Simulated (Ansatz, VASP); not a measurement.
# One calculation of WO, two programs

POSCAR

```
WO
1.0
    2.8260125931      0.0000000000      0.0000000000
    0.0000000000      2.8260125931      0.0000000000
    0.0000000000      0.0000000000      2.8260125931
W O
1 1
Direct
    0.0000000000      0.0000000000      0.0000000000
    0.5000000000      0.5000000000      0.5000000000
```

File INCAR.step1:

```
SYSTEM = WO
ALGO = Normal
EDIFF = 1E-4
ENCUT = 520
GGA = PE
ISMEAR = 0
ISPIN = 2
LASPH = .TRUE.
LCHARG = .FALSE.
LMAXMIX = 4
LREAL = .FALSE.
LWAVE = .TRUE.
MAGMOM = 2.5 0
NBANDS = 21
NELM = 150
PREC = Accurate
SIGMA = 0.1
```

File INCAR.step2:

```
SYSTEM = WO
ALGO = Normal
EDIFF = 1E-6
ENCUT = 520
ISIF = 2
ISMEAR = 0
ISPIN = 2
ISTART = 1
LASPH = .TRUE.
LCHARG = .TRUE.
LELF = .TRUE.
LMAXMIX = 4
LMIXTAU = .TRUE.
LORBIT = 11
LREAL = .FALSE.
LVHAR = .TRUE.
LWAVE = .FALSE.
MAGMOM = 2.5 0
METAGGA = R2SCAN
NBANDS = 21
NELM = 150
PREC = Accurate
SIGMA = 0.1
```

Contents of KPOINTS:

```
k-points
0
G
  14 14 14
  0 0 0
```

Input for Ansatz:

```yaml
crystal:
  lattice:
    - [2.8260125931, 0.0, 0.0]
    - [0.0, 2.8260125931, 0.0]
    - [0.0, 0.0, 2.8260125931]
  atoms:
    - { symbol: W, position: [0.0, 0.0, 0.0], spin: 2.5 }
    - { symbol: O, position: [0.5, 0.5, 0.5] }
basis:
  ecutwfc: 500
kpoints:
  mp_grid: { grid: [14, 14, 14] }
hamiltonian:
  xc: r2scan
scf:
  occupations: { method: gaussian, width: 0.1 }
  lower_state_search: "off"
output:
  forces: true
  stress: true
  eigenvalues: true
  populations: true
magnetization:
  spin_polarized: true
```

Alike in both runs: task single point; functional r2SCAN; k mesh 14 × 14 × 14; occupations gaussian, width 0.1 eV; collinear spin.

|  | VASP | Ansatz |
| --- | --- | --- |
| version | VASP 6.6.1 | Ansatz 0.2.0 |
| potentials or method | VASP PAW PBE potentials, release 64 (W_sv, O), cutoff 520 eV | scalar-relativistic, plane waves, PAW |
| valence electrons in the cell | 20 | 20 |

|  | VASP | Ansatz | Ansatz less VASP |
| --- | --- | --- | --- |
| gap on the k mesh at the Fermi level (eV) | none | none | - |
| pressure (GPa) | -5.6 | -8.0 | -2.34 |
| net moment per atom (μB) | 0.00 | 0.23 | +0.226 |
| size of the moment on the site where the two differ most (μB) | 0.00 | 0.28 | +0.277 |

The net moments are unlike, so the other rows may belong to different states. VASP's potentials were made for PBE, not for r2SCAN. Site moments also hang on the region over which each program counts them. A gap of «none» marks a metal or a gap that the smearing closes. Ansatz's warnings: stability check not made.

Neither program's run includes spin-orbit coupling.
